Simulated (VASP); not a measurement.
A run of VASP 6.6.1 is set up as follows.

POSCAR

```
Si
1.0
    2.5860355685      0.0000000000      0.0000000000
   -1.2930177843      2.2395724974      0.0000000000
    0.0000000000      0.0000000000      4.4577371747
Si
2
Direct
    0.3333333333      0.6666666667      0.2500000000
    0.6666666667      0.3333333333      0.7500000000
```

INCAR.step1

```
PREC = Accurate ; ENCUT = 600
ISMEAR = 0 ; SIGMA = 0.1
LREAL = F ; LASPH = T
NELM = 80 ; GGA = PE
ALGO = Normal ; EDIFF = 1E-4
LWAVE = T ; LCHARG = F
```

Contents of INCAR.step2:

```
PREC = Accurate ; ENCUT = 600
EDIFF = 1E-6 ; ISMEAR = 0
SIGMA = 0.1 ; LREAL = F
LASPH = T ; NELM = 80
ALGO = Normal ; ISIF = 4
LWAVE = F ; LCHARG = F
METAGGA = R2SCAN ; LMIXTAU = T
IBRION = 2 ; NSW = 50
EDIFFG = -0.01 ; ISTART = 1
```

Contents of KPOINTS:

```
regular mesh
0
Gamma
  18 18 10
```

Potentials or basis: VASP PAW PBE potentials, release 64 (Si).

The run is started by

```bash
$ cat potpaw_PBE.64/Si/POTCAR > POTCAR
$ cp INCAR.step1 INCAR
$ mpirun -np 1 vasp_std > vasp.out
$ cp INCAR.step2 INCAR
$ mpirun -np 1 vasp_std > vasp.out
```

Problem. Predict the band gap on the k mesh.

Solution. Zero (bands 4 and 5 overlap by 14.82 eV).

Final structure:
```cif
data_structure
_symmetry_space_group_name_H-M 'P 1'
_symmetry_Int_Tables_number 1
_cell_length_a 2.5871
_cell_length_b 2.5871
_cell_length_c 4.4540
_cell_angle_alpha 90.000
_cell_angle_beta 90.000
_cell_angle_gamma 120.000
_cell_volume 25.82
loop_
_atom_site_label
_atom_site_type_symbol
_atom_site_fract_x
_atom_site_fract_y
_atom_site_fract_z
_atom_site_occupancy
Si1 Si 0.33333 0.66667 0.25000 1
Si2 Si 0.66667 0.33333 0.75000 1
```
